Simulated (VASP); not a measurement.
InGa3AsP: relaxation of cell and atoms with PBE

The system is InGa3AsP.

```
In Ga P As
1.0
     5.84963    0.00000    0.00000
    -2.92481    5.06593    0.00000
     0.00000    0.00000    4.38787
In Ga P As
1 3 1 1
Direct
  0.33333 0.66667 0.00000
  0.50051 0.00102 0.50000
  0.99898 0.49949 0.50000
  0.50051 0.49949 0.50000
  0.66667 0.33333 0.00000
  0.00000 0.00000 0.00000
```

The cell was generated, and may not be a known phase.

```
Program                : VASP 6.6.1
Task                   : relaxation of cell and atoms
Functional             : PBE
Potentials or basis    : VASP PAW PBE potentials, release 64 (In_d, Ga_d, P, As)
Cutoff                 : 600 eV
k mesh                 : 3 × 3 × 4
Occupations            : gaussian, width 0.1 eV
Spin                   : no spin polarisation
Dipole correction      : no
Further INCAR settings : ALGO = Normal; EDIFF = 1e-07; IBRION = 2; EDIFFG = -0.04; NSW = 90; ISIF = 3
```

```
Relaxed volume                        : 21.14 Å³/atom
Relaxed cell                          : a = 5.377 Å, b = 5.377 Å, c = 5.067 Å, α = 90.00°, β = 90.00°, γ = 120.00°
Space group after relaxing (to 0.1 Å) : P-6m2 (No. 187)
Energy gained by relaxing             : 67.2 meV/atom
Ionic steps                           : 12
Pressure after relaxing               : 0.1 GPa
Largest force after relaxing          : 0.021 eV/Å
Band gap on the k mesh                : zero (bands 31 and 32 overlap by 1.24 eV)
```

Forces on the atoms (eV/Å):
```
In   0.000  0.000  0.000
Ga   0.000 -0.021  0.000
Ga   0.018  0.010  0.000
Ga  -0.018  0.010  0.000
P    0.000  0.000  0.000
As   0.000  0.000  0.000
```

Stress tensor (GPa, compression positive):
```
 0.17  0.00  0.00
 0.00  0.17  0.00
 0.00  0.00 -0.15
```

Step by step:
```csv
step,energy change (eV),largest force (eV/Å),pressure (GPa),volume (Å³)
1,0.0000,0.4874,-0.25,130.03
2,-0.0323,0.2366,-0.14,129.40
3,-0.0491,0.1202,0.25,128.36
4,-0.0825,0.0507,0.07,128.85
5,-0.2491,0.0521,-0.91,130.11
6,-0.3069,0.8737,-1.18,131.67
7,-0.3288,0.4620,-1.31,131.20
8,-0.3425,0.5041,-1.13,130.72
9,-0.3606,0.6229,-0.52,129.20
10,-0.3615,0.5947,-0.70,129.59
11,-0.3794,0.4516,-0.53,128.90
12,-0.4029,0.0206,0.06,126.87
```

Final structure:
```
In Ga P As
1.0
     5.37681    0.00000    0.00000
    -2.68840    4.65645    0.00000
     0.00000    0.00000    5.06717
In Ga P As
1 3 1 1
Direct
  0.33333 0.66667 0.00000
  0.50431 0.00862 0.50000
  0.99138 0.49569 0.50000
  0.50431 0.49569 0.50000
  0.66667 0.33333 0.00000
  0.00000 0.00000 0.00000
```

Levels at points of the mesh, in eV from the Fermi level:
```
           k point  band 27  band 28  band 29  band 30  band 31  band 32  band 33  band 34  band 35  band 36
(0.00, 0.00, 0.00)    -4.23    -3.12    -3.12    -0.26    -0.16     0.36     0.36     1.09     1.09     1.31
(0.00, 0.00, 0.50)    -3.09    -2.78    -2.78    -2.08    -2.08    -0.77    -0.73    -0.73     1.10     2.57
```

Run time: 19 min on 1 thread of Intel Xeon 8259CL, on a shared host, peak memory 0.33 GiB.

Caveat: the k points lie up to 0.45 Å⁻¹ apart in the final cell, too coarse for converged energies and pressures of a metal; a cell axis changed by over 15 % at a fixed basis, so the end point is rough; spin-orbit coupling is left out, which moves the levels of the heavy elements.
